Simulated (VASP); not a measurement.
Crystal: SiSnTeSe3.

```xyz
6
Lattice="6.3982 0.0000 0.0000 -3.1991 5.5410 0.0000 0.0000 0.0000 4.4558" Properties=species:S:1:pos:R:3 pbc="T T T"
Si    0.0000    0.0000    0.0000
Sn    0.0000    3.6940    2.2279
Te    0.0000    0.0000    2.2279
Se    2.0445    2.5136    2.2279
Se    3.1991    0.5138    2.2279
Se    4.3537    2.5136    2.2279
```

The cell was generated, and may not be a known phase.

```yaml
Program: VASP 6.6.1
Task: relaxation of cell and atoms
Functional: PBE
Potentials_or_basis: VASP PAW PBE potentials, release 64 (Si, Sn_d, Te, Se)
Cutoff: 600 eV
k_mesh: 3 × 3 × 4
Occupations: gaussian, width 0.1 eV
Spin: no spin polarisation
```

At the start: pressure 28.6 GPa; volume 26.33 Å³/atom.

Question: Where does the relaxation end?

Answer: Over 9 steps the energy falls by 844.4 meV/atom and the volume is 39.24 Å³/atom (+49.1 %); space group P-6m2 (No. 187, to 0.1 Å) before and after.

The path:
| step | energy change (eV) | largest force (eV/Å) | pressure (GPa) | volume (Å³) |
| --- | --- | --- | --- | --- |
| 1 | 0.0000 | 2.2850 | 28.61 | 157.97 |
| 2 | -4.1718 | 0.3165 | -4.02 | 291.64 |
| 3 | -5.0269 | 0.2888 | 0.21 | 232.95 |
| 4 | -5.0286 | 0.2800 | -0.15 | 235.68 |
| 5 | -5.0570 | 0.1997 | -0.12 | 235.64 |
| 6 | -5.0580 | 0.1773 | -0.10 | 235.62 |
| 7 | -5.0629 | 0.1079 | 0.03 | 234.80 |
| 8 | -5.0650 | 0.0289 | 0.19 | 233.91 |
| 9 | -5.0663 | 0.0145 | -0.01 | 235.47 |

Final structure:
```
Si Sn Te Se
1.0
     7.29693    0.00000    0.00000
    -3.64846    6.31932    0.00000
     0.00000    0.00000    5.10642
Si Sn Te Se
1 1 1 3
Cartesian
  0.0000 0.0000 0.0000
  0.0000 4.2129 2.5532
  0.0000 0.0000 2.5532
  2.2189 2.9318 2.5532
  3.6485 0.4558 2.5532
  5.0780 2.9318 2.5532
```

Caveat: the k points lie up to 0.33 Å⁻¹ apart in the final cell; the volume moved by over 15 % at a fixed basis, so the end points are rough.
